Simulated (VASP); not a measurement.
# CdSe (F-43m) in VASP: notebook, part 2 of 3

VASP 6.6.1.

## 3. Electric field gradients, LDA (volume scaled by 0.98)

Contents of INCAR:

```
PREC     = Accurate       # precision mode
ENCUT    = 520            # plane-wave cutoff, eV
EDIFF    = 1E-8           # SCF threshold, eV
ISMEAR   = -1             # smearing method
SIGMA    = 0.03           # smearing width, eV
LREAL    = False          # projectors in reciprocal space
LASPH    = True           # aspherical terms in the spheres
NELM     = 60             # most SCF steps
ALGO     = Normal         # electronic algorithm
ISIF     = 2              # what is computed and relaxed
LWAVE    = False          # write WAVECAR
LCHARG   = False          # write CHGCAR
LEFG     = True         
NBANDS   = 16             # bands
```

Contents of KPOINTS:

```
regular mesh
0
Gamma
  8 8 8
```

Contents of POSCAR:

```
CdSe
1.0
    0.0000000000      3.0496647307      3.0496647307
    3.0496647307      0.0000000000      3.0496647307
    3.0496647307      3.0496647307      0.0000000000
Cd Se
1 1
Direct
    0.0000000000      0.0000000000      0.0000000000
    0.2500000000      0.2500000000      0.2500000000
```

Potentials or basis: VASP PAW LDA potentials, release 64 (Cd, Se).

The run is started by

```bash
> cat potpaw_LDA.64/Cd/POTCAR potpaw_LDA.64/Se/POTCAR > POTCAR
> mpirun -np 1 vasp_std > vasp.out
```

OUTCAR:

```text
PREC = Accurate
   ENCUT = 520
   EDIFF = 1E-8
   ISMEAR = -1
   LREAL = False
   LASPH = True
   NELM = 60
   ISIF = 2

 ion  position               nearest neighbor table
   1  0.000  0.000  0.000-   2 2.64   2 2.64   2 2.64   2 2.64
   2  0.250  0.250  0.250-   1 2.64   1 2.64   1 2.64   1 2.64

  LATTYP: Found a face centered cubic cell.
 ALAT       =     6.0993294614

  Lattice vectors:

 A1 = (   0.0000000000,   3.0496647307,   3.0496647307)
 A2 = (   3.0496647307,   0.0000000000,   3.0496647307)
 A3 = (   3.0496647307,   3.0496647307,   0.0000000000)

Analysis of symmetry for initial positions (statically):
=====================================================================
 Subroutine PRICEL returns:
 Original cell was already a primitive cell.

 Routine SETGRP: Setting up the symmetry group for a
 face centered cubic supercell.

 Subroutine GETGRP returns: Found 24 space group operations
 (whereof 24 operations were pure point group operations)
 out of a pool of 48 trial point group operations.

The static configuration has the point symmetry T_d .

Analysis of symmetry for dynamics (positions and initial velocities):
=====================================================================
 Subroutine PRICEL returns:
 Original cell was already a primitive cell.

 Routine SETGRP: Setting up the symmetry group for a
 face centered cubic supercell.

 Subroutine GETGRP returns: Found 24 space group operations
 (whereof 24 operations were pure point group operations)
 out of a pool of 48 trial point group operations.

The dynamic configuration has the point symmetry T_d .

 Subroutine INISYM returns: Found 24 space group operations
 (whereof 24 operations are pure point group operations),
 and found     1 'primitive' translations

----------------------------------------------------------------------------------------

                                     Primitive cell

  volume of cell :      56.7265

  direct lattice vectors                    reciprocal lattice vectors
     0.000000000  3.049664731  3.049664731    -0.163952449  0.163952449  0.163952449
     3.049664731  0.000000000  3.049664731     0.163952449 -0.163952449  0.163952449
     3.049664731  3.049664731  0.000000000     0.163952449  0.163952449 -0.163952449

  length of vectors
     4.312877223  4.312877223  4.312877223     0.283973971  0.283973971  0.283973971

  position of ions in fractional coordinates (direct lattice)
     0.000000000  0.000000000  0.000000000
     0.250000000  0.250000000  0.250000000

  ion indices of the primitive-cell ions
   primitive index   ion index
                 1           1
                 2           2

----------------------------------------------------------------------------------------

 KPOINTS: regular mesh

Automatic generation of k-mesh.
 Grid dimensions read from file:
 generate k-points for:    8    8    8

 Generating k-lattice:

[... 63 lines left out ...]
   EDIFFG = 0.1E-06   stopping-criterion for IOM
   NSW    =      0    number of steps for IOM
   IBRION =     -1    ionic relax: 0-MD 1-quasi-New 2-CG
   NFREE  =      0    steps in history (QN), initial steepest desc. (CG)
   ISIF   =      2    stress and relaxation
   ISYM   =      2    0-nonsym 1-usesym 2-fastsym
   POTIM  = 0.5000    time-step for ionic-motion
   TEBEG  =    0.0;   TEEND  =   0.0 temperature during run
   PSTRESS=    0.0 pullay stress
   NELECT =      18.0000    total number of electrons
   NUPDOWN=      -1.0000    fix difference up-down
   EMIN   =  10.00;   EMAX   =-10.00  energy-range for DOS
   EFERMI =   0.00;   METHOD = LEGACY
   ISMEAR =    -1;   SIGMA  =   0.03  broadening in eV -4-tet -1-fermi 0-gaus
   EFERMI_NEDOS =   21; number of points for ismear=-14 and -15
   IALGO  =     38    algorithm
   IMIX   =      4    mixing-type and parameters
     AMIX     =   0.40;   BMIX     =  1.00
     AMIX_MAG =   1.60;   BMIX_MAG =  1.00
  volume/ion in A,a.u.               =      28.36       191.40
  Fermi-wavevector in a.u.,A,eV,Ry     =   1.116615  2.110097 16.964148  1.246830
  Thomas-Fermi vector in A             =   2.253231
   LORBIT       =      0    0 simple, 1 ext, 2 COOP (PROOUT), +10 PAW based schemes
   GGA     = CA    functional components
   LHFCALC =     F    Hartree Fock is set to
   AEXX    =    0.0000 exact exchange contribution
   IVDW    =     0    specifies the selected vdW correction
   LEPSILON=     F    determine dielectric tensor
   LRPA    =     F    only Hartree local field effects (RPA)
 non-spin polarized calculation
  energy-cutoff  :      520.00
  volume of cell :       56.73
 maximum number of plane-waves:      1542
   NGX = 17   NGY = 17   NGZ = 17

 number of electron      18.0000002 magnetization

 Free energy of the ion-electron system (eV)
  ---------------------------------------------------
  ext. energy  EPLUGINS =         0.00000000
  ---------------------------------------------------
  free energy    TOTEN  =        -6.74915046 eV

  energy without entropy =       -6.74914125  energy(sigma->0) =       -6.74914585

 E-fermi :   0.9342     XC(G=0):  -9.2535

 val. band max:        0.7434625161   @ k =   0.0000   0.0000   0.0000
 cond. band min:       1.0892154824   @ k =   0.0000   0.0000   0.0000
 fundamental gap:      0.3457529663
 Fermi energy:         0.9341581227

 k-point     1 :       0.0000    0.0000    0.0000
  band No.  band energies     occupation
      1     -11.8561      2.00000
      2      -7.1789      2.00000
      3      -7.1789      2.00000
      4      -7.1789      2.00000
      5      -6.8085      2.00000
      6      -6.8085      2.00000
[... 433 lines left out ...]
      3      -7.0260      2.00000
      4      -6.8292      2.00000
      5      -6.7927      2.00000
      6      -6.4366      2.00000
[... 8 lines left out ...]
     15      12.2365      0.00000
     16      13.2039      0.00000

 [... further k-points ...]
[... 5 lines left out ...]
  --------------------------------------------------------------------------------------
  -------------------------------------------------------------------------------------
  Total       -0.6944580     -0.6944580     -0.6944580      0.0000000     -0.0000000     -0.0000000
  in kB      -19.6141855    -19.6141855    -19.6141855      0.0000000     -0.0000000     -0.0000000
  external PRESSURE =     -19.6141855 kB  Pullay stress =       0.0000000 kB

 VOLUME and BASIS-vectors are now :
 -----------------------------------------------------------------------------
  energy-cutoff  :      520.00
  volume of cell :       56.73
      direct lattice vectors                 reciprocal lattice vectors
     0.000000000  3.049664731  3.049664731    -0.163952449  0.163952449  0.163952449
     3.049664731  0.000000000  3.049664731     0.163952449 -0.163952449  0.163952449
     3.049664731  3.049664731  0.000000000     0.163952449  0.163952449 -0.163952449

 POSITION                                       TOTAL-FORCE (eV/Angst)
 -----------------------------------------------------------------------------------
      0.00000      0.00000      0.00000         0.000000      0.000000      0.000000
      1.52483      1.52483      1.52483        -0.000000     -0.000000     -0.000000
 -----------------------------------------------------------------------------------
    total drift:                                0.000000      0.000000     -0.000000

  FREE ENERGIE OF THE ION-ELECTRON SYSTEM (eV)
  ---------------------------------------------------
  free  energy   TOTEN  =        -6.7491504613 eV

  energy  without entropy=       -6.7491412477  energy(sigma->0) =       -6.74914585

 Electric field gradients (V/A^2)
---------------------------------------------------------------------
 ion       V_xx      V_yy      V_zz      V_xy      V_xz      V_yz
---------------------------------------------------------------------
   1      -0.000     0.000     0.000    -0.002    -0.002    -0.002
   2      -0.000    -0.000    -0.000    -0.000    -0.000    -0.000
---------------------------------------------------------------------

 Electric field gradients after diagonalization (V/A^2)
 (convention: |V_zz| > |V_xx| > |V_yy|)
----------------------------------------------------------------------
 ion       V_xx      V_yy      V_zz     asymmetry (V_yy - V_xx)/ V_zz
----------------------------------------------------------------------
   1       0.002     0.002    -0.003       0.000
   2       0.000     0.000    -0.000       0.000
----------------------------------------------------------------------

           NMR quadrupolar parameters

 Cq : quadrupolar parameter    Cq=e*Q*V_zz/h
 eta: asymmetry parameters     (V_yy - V_xx)/ V_zz
 Q  : nuclear electric quadrupole moment in mb (millibarn)
----------------------------------------------------------------------
 ion       Cq(MHz)       eta       Q (mb)
----------------------------------------------------------------------
   1      -0.000       0.000       1.000
   2      -0.000       0.000       1.000
----------------------------------------------------------------------
```

It took 16 s on 1 thread of Intel Xeon Platinum 8488C (Sapphire Rapids), shared host; peak memory 0.16 GiB.

Results:

```yaml
Free_energy: -6.7492 eV
Pressure: -2.0 GPa
Band_gap_on_the_k_mesh: 0.35 eV, direct
```

Caveat: the cell differs from its parent crystal (volume scaled by 0.98); without QUAD_EFG the Cq values of the log hold for a quadrupole moment of 1 mb, not for the nuclei.

## 4. Electric field gradients, LDA

This run uses another cell than the first one, of 28.94 Å³/atom, 1.010 times its volume.

Contents of INCAR:

```
SYSTEM = CdSe
PREC     = Accurate       ! precision mode
ENCUT    = 520            ! plane-wave cutoff, eV
EDIFF    = 1E-8           ! SCF threshold, eV
ISMEAR   = -1             ! smearing method
SIGMA    = 0.03           ! smearing width, eV
LREAL    = .FALSE.        ! projectors in reciprocal space
LASPH    = .TRUE.         ! aspherical terms in the spheres
NELM     = 60             ! most SCF steps
ALGO     = Normal         ! electronic algorithm
ISIF     = 2              ! what is computed and relaxed
LWAVE    = .FALSE.        ! write WAVECAR
LCHARG   = .FALSE.        ! write CHGCAR
GGA      = CA             ! functional
LEFG     = .TRUE.       
NBANDS   = 16             ! bands
```

Contents of KPOINTS:

```
regular mesh
0
G
  8 8 8
  0 0 0
```

Contents of POSCAR:

```
CdSe
1.0
    0.0000000000      3.0702711986      3.0702711986
    3.0702711986      0.0000000000      3.0702711986
    3.0702711986      3.0702711986      0.0000000000
Cd Se
1 1
Direct
    0.0000000000      0.0000000000      0.0000000000
    0.2500000000      0.2500000000      0.2500000000
```

Potentials or basis: VASP PAW LDA potentials, release 64 (Cd, Se).

The run is started by

```bash
> cat potpaw_LDA.64/Cd/POTCAR potpaw_LDA.64/Se/POTCAR > POTCAR
> mpirun -np 1 vasp_std > vasp.out
```

OUTCAR:

```text
SYSTEM = CdSe
   PREC = Accurate
   ENCUT = 520
   EDIFF = 1E-8
   ISMEAR = -1
   LREAL = .FALSE.
   LASPH = .TRUE.
   NELM = 60
   ISIF = 2
   GGA = CA

 ion  position               nearest neighbor table
   1  0.000  0.000  0.000-   2 2.66   2 2.66   2 2.66   2 2.66
   2  0.250  0.250  0.250-   1 2.66   1 2.66   1 2.66   1 2.66

  LATTYP: Found a face centered cubic cell.
 ALAT       =     6.1405423972

  Lattice vectors:

 A1 = (   0.0000000000,   3.0702711986,   3.0702711986)
 A2 = (   3.0702711986,   0.0000000000,   3.0702711986)
 A3 = (   3.0702711986,   3.0702711986,   0.0000000000)

Analysis of symmetry for initial positions (statically):
=====================================================================
 Subroutine PRICEL returns:
 Original cell was already a primitive cell.

 Routine SETGRP: Setting up the symmetry group for a
 face centered cubic supercell.

 Subroutine GETGRP returns: Found 24 space group operations
[... 642 lines left out ...]
  volume of cell :       57.88
      direct lattice vectors                 reciprocal lattice vectors
     0.000000000  3.070271199  3.070271199    -0.162852063  0.162852063  0.162852063
     3.070271199  0.000000000  3.070271199     0.162852063 -0.162852063  0.162852063
     3.070271199  3.070271199  0.000000000     0.162852063  0.162852063 -0.162852063

 POSITION                                       TOTAL-FORCE (eV/Angst)
 -----------------------------------------------------------------------------------
      0.00000      0.00000      0.00000        -0.000000     -0.000000     -0.000000
      1.53514      1.53514      1.53514         0.000000      0.000000      0.000000
 -----------------------------------------------------------------------------------
    total drift:                               -0.000000     -0.000000     -0.000000

  FREE ENERGIE OF THE ION-ELECTRON SYSTEM (eV)
  ---------------------------------------------------
  free  energy   TOTEN  =        -6.7315871322 eV

  energy  without entropy=       -6.7315705138  energy(sigma->0) =       -6.73157882

 Electric field gradients (V/A^2)
---------------------------------------------------------------------
 ion       V_xx      V_yy      V_zz      V_xy      V_xz      V_yz
---------------------------------------------------------------------
   1      -0.000     0.000    -0.000    -0.002    -0.002    -0.002
   2       0.000    -0.000    -0.000    -0.000    -0.000    -0.000
---------------------------------------------------------------------

 Electric field gradients after diagonalization (V/A^2)
 (convention: |V_zz| > |V_xx| > |V_yy|)
----------------------------------------------------------------------
 ion       V_xx      V_yy      V_zz     asymmetry (V_yy - V_xx)/ V_zz
----------------------------------------------------------------------
   1       0.002     0.002    -0.004       0.000
   2       0.000     0.000    -0.001       0.000
----------------------------------------------------------------------

           NMR quadrupolar parameters

 Cq : quadrupolar parameter    Cq=e*Q*V_zz/h
 eta: asymmetry parameters     (V_yy - V_xx)/ V_zz
 Q  : nuclear electric quadrupole moment in mb (millibarn)
----------------------------------------------------------------------
 ion       Cq(MHz)       eta       Q (mb)
----------------------------------------------------------------------
   1      -0.000       0.000       1.000
   2      -0.000       0.000       1.000
----------------------------------------------------------------------
```

OSZICAR:

```text
N       E                     dE             d eps       ncg     rms          rms(c)
DAV:   1     0.106648252199E+03    0.10665E+03   -0.87734E+03   936   0.101E+03
DAV:   2    -0.281765699655E+01   -0.10947E+03   -0.10370E+03  1144   0.248E+02
DAV:   3    -0.708602576205E+01   -0.42684E+01   -0.42617E+01  1056   0.505E+01
DAV:   4    -0.710646802854E+01   -0.20442E-01   -0.20442E-01  1208   0.345E+00
DAV:   5    -0.710659612084E+01   -0.12809E-03   -0.12809E-03  1088   0.233E-01    0.583E+00
DAV:   6    -0.676149407585E+01    0.34510E+00   -0.52746E-01  1384   0.888E+00    0.464E+00
DAV:   7    -0.673525878099E+01    0.26235E-01   -0.10976E-01  1160   0.231E+00    0.202E+00
DAV:   8    -0.673187655513E+01    0.33822E-02   -0.11239E-02  1080   0.129E+00    0.199E-01
DAV:   9    -0.673159385159E+01    0.28270E-03   -0.12280E-03  1152   0.466E-01    0.420E-02
DAV:  10    -0.673158207906E+01    0.11773E-04   -0.11282E-04  1072   0.143E-01    0.356E-02
DAV:  11    -0.673158754691E+01   -0.54679E-05   -0.17635E-05  1184   0.358E-02    0.139E-02
DAV:  12    -0.673158710875E+01    0.43816E-06   -0.11106E-06  1112   0.142E-02    0.573E-03
DAV:  13    -0.673158714851E+01   -0.39759E-07   -0.39535E-07  1080   0.416E-03    0.202E-03
DAV:  14    -0.673158713358E+01    0.14930E-07   -0.26438E-08  1088   0.999E-04    0.102E-03
DAV:  15    -0.673158713222E+01    0.13617E-08   -0.43033E-09   584   0.339E-04
   1 F= -.67315871E+01 E0= -.67315788E+01  d E =-.166184E-04
```

Run time: 19 s. Hardware: 1 thread of Intel Xeon Platinum 8488C (Sapphire Rapids), shared host; peak memory 0.16 GiB.

What came out:

| Property | Result |
| --- | --- |
| Free energy | -6.7316 eV |
| Pressure | -2.9 GPa |
| Band gap on the k mesh | 0.30 eV, direct |

Caveat: without QUAD_EFG the Cq values of the log hold for a quadrupole moment of 1 mb, not for the nuclei.

(Continued in part 3 of 3.)
